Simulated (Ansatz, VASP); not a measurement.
**Ge4H in VASP and in Ansatz**

```
CELL_PARAMETERS angstrom
4.03036 0.00000 0.00000
0.00000 4.03036 0.00000
0.00000 0.00000 21.64166
ATOMIC_POSITIONS crystal
Ge 0.00000 0.50000 0.18483
Ge 0.00000 0.00000 0.25067
Ge 0.50000 0.00000 0.31966
Ge 0.50000 0.50000 0.38544
H 0.50000 0.62500 0.50096
```

Alike in both runs: task single point; functional PBE; dispersion D3(BJ); k mesh 7 × 7 × 1; occupations gaussian, width 0.1 eV; no spin polarisation.

```csv
,VASP,Ansatz
version,VASP 6.6.1,Ansatz 0.2.0
potentials or method,"VASP PAW PBE potentials, release 64 (Ge_d, H), cutoff 520 eV","scalar-relativistic, plane waves, PAW"
valence electrons in the cell,57,57
```

```tsv
	VASP	Ansatz	Ansatz less VASP
gap on the k mesh at the Fermi level (eV)	none	none	-
rms of the force components (eV/Å)	0.650	0.650	0.0000
work function, face that differs most (eV)	4.96	4.96	-0.001
```

Atom by atom the forces differ by 0.002 eV/Å (rms over components). A gap of «none» marks a metal or a gap that the smearing closes.
